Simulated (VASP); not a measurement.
The system is InPd.

```
In Pd
1.0
     3.27188    0.00000    0.00000
     0.00000    3.27188    0.00000
     0.00000    0.00000    3.27188
In Pd
1 1
Direct
  0.00000 0.00000 0.00000
  0.50000 0.50000 0.50000
```

* Program: VASP 6.6.1
* Task: relaxation of cell and atoms
* Functional: PBEsol
* Potentials or basis: VASP PAW PBE potentials, release 64 (In_d, Pd)
* Cutoff: 600 eV
* k mesh: 8 × 8 × 8
* Occupations: fermi-dirac, width 0.05 eV
* Spin: no spin polarisation

At the start: pressure -2.9 GPa; volume 17.51 Å³/atom.

Task: How do energy, volume and symmetry change on relaxing?

Result: Over 3 steps the energy falls by 3.5 meV/atom and the volume is 17.13 Å³/atom (-2.2 %); space group Pm-3m (No. 221, to 0.1 Å) before and after.

Step by step:
```
step  energy change (eV)  largest force (eV/Å)  pressure (GPa)  volume (Å³)
   1              0.0000                0.0000           -2.87        35.03
   2              0.0017                0.0000            3.54        33.46
   3             -0.0070                0.0000            0.01        34.27
```

Final structure:
```
CELL_PARAMETERS angstrom
3.24811 0.00000 0.00000
0.00000 3.24811 0.00000
0.00000 0.00000 3.24811
ATOMIC_POSITIONS crystal
In 0.00000 0.00000 0.00000
Pd 0.50000 0.50000 0.50000
```

Caveat: the PAW data sets were made with another functional, which shifts forces and pressure a little.
